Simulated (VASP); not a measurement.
Input of a VASP 6.6.1 run:

Contents of INCAR:

```
SYSTEM = Nb
ALGO = Normal ; EDIFF = 1E-7
EDIFFG = -0.005 ; ENCUT = 600
GGA = PE ; IBRION = 2
ISIF = 3 ; ISMEAR = -1
LASPH = .True. ; LCHARG = .False.
LREAL = .False. ; LWAVE = .False.
NELM = 60 ; NSW = 32
PREC = Accurate ; PSTRESS = 280.0
SIGMA = 0.08
```

KPOINTS

```
k-points
0
Gamma
  17 17 17
  0 0 0
```

POSCAR

```
Nb
1.0
   -1.5844129659      1.5844129659      1.5844129659
    1.5844129659     -1.5844129659      1.5844129659
    1.5844129659      1.5844129659     -1.5844129659
Nb
1
Direct
    0.0000000000      0.0000000000      0.0000000000
```

Potentials or basis: VASP PAW PBE potentials, release 64 (Nb_sv).

Run with:

```bash
$ cat potpaw_PBE.64/Nb_sv/POTCAR > POTCAR
$ mpirun -np 1 vasp_std > vasp.out
```

Predict the band gap on the k mesh.

zero (an odd number of electrons rules out a gap without spin polarisation).

Predict the relaxed cell.

a = 2.743 Å, b = 2.743 Å, c = 2.743 Å, α = 109.47°, β = 109.47°, γ = 109.47°.

What does it give for the space group after relaxing (to 0.1 Å)?

Im-3m (No. 229).

Estimate the relaxed volume.

15.89 Å³/atom.

Final structure:
```xyz
1
Lattice="-1.5837 1.5837 1.5837 1.5837 -1.5837 1.5837 1.5837 1.5837 -1.5837" Properties=species:S:1:pos:R:3 pbc="T T T"
Nb    0.0000    0.0000    0.0000
```

Caveat: the cell is relaxed towards a set pressure, so the run minimises the enthalpy, not the energy.
